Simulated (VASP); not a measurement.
C: single point with r2SCAN

Crystal: C.

```
CELL_PARAMETERS angstrom
2.48081 0.00000 0.00000
0.00000 4.29545 0.00000
0.00000 0.00000 7.07286
ATOMIC_POSITIONS crystal
C 0.50000 0.41668 0.74992
C 0.50000 0.91668 0.25008
C 0.50000 0.58332 0.25008
C 0.50000 0.08332 0.74992
C 0.00000 0.91668 0.74992
C 0.00000 0.41668 0.25008
C 0.00000 0.08332 0.25008
C 0.00000 0.58332 0.74992
```

This cell differs from its parent crystal: biaxial strain in the a-b plane: +1.0 %.

```
Program                : VASP 6.6.1
Task                   : single point
Functional             : r2SCAN
Potentials or basis    : VASP PAW PBE potentials, release 64 (C)
Cutoff                 : 520 eV
k mesh                 : 14 × 8 × 6
Occupations            : gaussian, width 0.1 eV
Spin                   : no spin polarisation
Dipole correction      : no
Further INCAR settings : ALGO = Normal; EDIFF = 1e-06; NBANDS = 26
```

```
Pressure               : -7.1 GPa
Largest force          : 0.016 eV/Å
Band gap on the k mesh : zero (bands 16 and 17 overlap by 0.04 eV)
```

Forces on the atoms (eV/Å):
```
C    0.000 -0.016  0.000
C    0.000 -0.016  0.000
C    0.000  0.016  0.000
C    0.000  0.016  0.000
C    0.000 -0.016  0.000
C    0.000 -0.016  0.000
C    0.000  0.016  0.000
C    0.000  0.016  0.000
```

Stress tensor (GPa, compression positive):
```
-10.52   0.00   0.00
  0.00 -10.83   0.00
  0.00   0.00   0.13
```

Levels at points of the mesh, in eV from the Fermi level:
```tsv
k point	band 14	band 15	band 16	band 17	band 18	band 19
(0.00, 0.00, 0.00)	-3.12	-2.91	-1.79	1.25	2.54	4.19
(0.50, 0.00, 0.00)	-3.30	-2.20	-2.20	2.61	2.61	3.54
(0.00, 0.50, 0.00)	-5.25	-5.21	-5.21	6.06	6.06	7.46
(0.50, 0.50, 0.00)	-2.45	-2.45	-2.45	2.00	2.00	2.00
(0.00, 0.00, 0.50)	-3.13	-2.39	-2.38	1.84	1.84	6.56
(0.50, 0.00, 0.50)	-2.78	-2.78	-2.78	3.05	3.05	3.05
(0.00, 0.50, 0.50)	-5.23	-5.23	-5.23	7.63	7.63	7.63
(0.50, 0.50, 0.50)	-2.39	-2.39	-2.39	1.84	1.84	1.84
```

Wall time 6.7 min on 1 thread of Intel(R) Xeon(R) 6975P-C (Granite Rapids) (shared host), peak memory 0.32 GiB.

Caveat: the cell differs from its parent crystal (biaxial strain in the a-b plane: +1.0 %); the stress differs along the axes, from -11 to 0 GPa; the PAW data sets were made with another functional, which shifts forces and pressure a little.
